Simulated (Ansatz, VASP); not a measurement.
ZnS: VASP beside Ansatz

```xyz
2
Lattice="0.0000 2.6941 2.6941 2.6941 0.0000 2.6941 2.6941 2.6941 0.0000" Properties=species:S:1:pos:R:3 pbc="T T T"
Zn    0.0000    0.0000    0.0000
S     1.3470    1.3470    1.3470
```

Alike in both runs: task single point; functional r2SCAN; k mesh 6 × 6 × 6; no spin polarisation.

|  | VASP | Ansatz |
| --- | --- | --- |
| version | VASP 6.6.1 | Ansatz 0.2.0 |
| potentials or method | VASP PAW PBE potentials, release 64 (Zn, S) | plane waves |
| plane-wave cutoff (eV) | 520 | 500 |
| occupations | gaussian, width 0.01 eV | fixed |
| valence electrons in the cell | 18 | 18 |

Ansatz gave:

- gap on the k mesh at the Fermi level (eV): 2.70
- pressure (GPa): 0.1

What did VASP give for the same quantities?

gap on the k mesh at the Fermi level (eV): 2.71; pressure (GPa): 0.1.

VASP's potentials were made for PBE, not for r2SCAN.
